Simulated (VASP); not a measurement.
CoCl3, 8 atoms in the cell. The structure is hexagonal, space group P6_3/mcm (No. 193). The conventional cell has a = 6.099 Å, b = 6.099 Å, c = 5.508 Å, α = 90.00°, β = 90.00°, γ = 120.00°. Within 3.1 Å of Co (site symmetry -3m) lie 6 Cl at 2.34 Å and 2 Co at 2.75 Å. Within 3.1 Å of Cl (site symmetry m2m) lie 2 Co at 2.34 Å. 

| Quantity | Value |
| --- | --- |
| Program | VASP 6.6.1 |
| Task | single point |
| Functional | PBE |
| Potentials or basis | VASP PAW PBE potentials, release 64 (Co, Cl) |
| Cutoff | 520 eV |
| k mesh | 5 × 5 × 5 |
| Occupations | methfessel-paxton, width 0.0571 eV |
| Spin | no spin polarisation |
| Dipole correction | no |
| k mesh for the DOS | 8 × 8 × 8 |
| Occupations for the DOS | tetrahedron |
| Further INCAR settings | ALGO = Normal; EDIFF = 1e-07 |

Potentials or basis: VASP PAW PBE potentials, release 64 (Co, Cl).

Run with:

```console
$ cat potpaw_PBE.64/Co/POTCAR potpaw_PBE.64/Cl/POTCAR > POTCAR
$ cp INCAR.step1 INCAR
$ cp KPOINTS.step1 KPOINTS
$ mpirun -np 1 vasp_std > vasp.out
$ cp INCAR.step2 INCAR
$ cp KPOINTS.step2 KPOINTS
$ mpirun -np 1 vasp_std > vasp.out
```

Hardware: 1 thread of Intel(R) Xeon(R) Platinum 8124M CPU @ 3.00GHz (Skylake/Cascade Lake), on a shared host.

**Question.** Estimate the wall time of this run.

**Answer.** Wall time 4.2 min on 1 thread of Intel(R) Xeon(R) Platinum 8124M CPU @ 3.00GHz (Skylake/Cascade Lake), with other jobs on the host, peak memory 0.43 GiB. Counts: k points 50.
